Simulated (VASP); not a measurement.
Input of a VASP 6.6.1 run:

The input INCAR:

```
SYSTEM = ZnSe
PREC     = Accurate       ! precision mode
ENCUT    = 600            ! plane-wave cutoff, eV
EDIFF    = 1E-6           ! SCF threshold, eV
ISMEAR   = -1             ! smearing method
SIGMA    = 0.08           ! smearing width, eV
LREAL    = .FALSE.        ! projectors in reciprocal space
LASPH    = .TRUE.         ! aspherical terms in the spheres
NELM     = 60             ! most SCF steps
ALGO     = Normal         ! electronic algorithm
ISIF     = 3              ! what is computed and relaxed
LWAVE    = .FALSE.        ! write WAVECAR
LCHARG   = .FALSE.        ! write CHGCAR
GGA      = PE             ! functional
IBRION   = 2              ! ionic algorithm
NSW      = 60             ! ionic steps
EDIFFG   = -0.005         ! ionic threshold
PSTRESS  = 310.0
```

File KPOINTS:

```
regular mesh
0
G
  13 13 13
  0 0 0
```

POSCAR

```
ZnSe
1.0
    0.0000000000      2.5634219751      2.5634219751
    2.5634219751      0.0000000000      2.5634219751
    2.5634219751      2.5634219751      0.0000000000
Zn Se
1 1
Direct
    0.0000000000      0.0000000000      0.0000000000
    0.2500000000      0.2500000000      0.2500000000
```

Potentials or basis: VASP PAW PBE potentials, release 64 (Zn, Se).

The run is started by

```bash
$ cat potpaw_PBE.64/Zn/POTCAR potpaw_PBE.64/Se/POTCAR > POTCAR
$ mpirun -np 1 vasp_std > vasp.out
```

Task: Predict the relaxed volume.

Result: 17.74 Å³/atom.

Task: What does it give for the band gap on the k mesh?

Result: 2.32 eV (least direct gap 2.39 eV).

Task: Predict the relaxed cell.

Result: a = 3.688 Å, b = 3.688 Å, c = 3.688 Å, α = 60.00°, β = 60.00°, γ = 60.00°.

Task: What does it give for the space group after relaxing (to 0.1 Å)?

Result: F-43m (No. 216).

The path:
```csv
step,energy change (eV),largest force (eV/Å),pressure (GPa),volume (Å³)
1,0.0000,0.0000,41.30,33.69
2,-0.9430,0.0000,16.02,39.25
3,-0.4180,0.0000,30.38,35.56
4,-0.3959,0.0000,31.24,35.45
5,-0.4029,0.0000,31.04,35.48
```

Caveat: the cell is relaxed towards a set pressure, so the run minimises the enthalpy, not the energy; an odd mesh through Γ misses points on the zone boundary, where band edges can lie.
